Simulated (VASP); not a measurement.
The system is V.

```xyz
1
Lattice="-1.5248 1.5248 1.5248 1.5248 -1.5248 1.5248 1.5248 1.5248 -1.5248" Properties=species:S:1:pos:R:3 pbc="T T T"
V     0.0000    0.0000    0.0000
```

| Property | Result |
| --- | --- |
| Program | VASP 6.6.1 |
| Task | relaxation of cell and atoms |
| Functional | PBEsol |
| Potentials or basis | VASP PAW PBE potentials, release 64 (V_sv) |
| Cutoff | 600 eV |
| k mesh | 10 × 10 × 10 |
| Occupations | gaussian, width 0.1 eV |
| Spin | no spin polarisation |

At the start: pressure -14.2 GPa; volume 14.18 Å³/atom.

Question: Where does the relaxation end?

Answer: Over 3 steps the energy falls by 54.6 meV/atom and the volume is 13.07 Å³/atom (-7.9 %); space group Im-3m (No. 229, to 0.05 Å).

The path:
| step | energy change (eV) | largest force (eV/Å) | pressure (GPa) | volume (Å³) |
| --- | --- | --- | --- | --- |
| 1 | 0.0000 | 0.0000 | -14.22 | 14.18 |
| 2 | 0.0365 | 0.0000 | 24.27 | 11.75 |
| 3 | -0.0546 | 0.0000 | -0.25 | 13.07 |

Final structure:
```
V
1.0
    -1.48372    1.48372    1.48372
     1.48372   -1.48372    1.48372
     1.48372    1.48372   -1.48372
V
1
Cartesian
  0.0000 0.0000 0.0000
```

Caveat: the PAW data sets were made with another functional, which shifts forces and pressure a little.
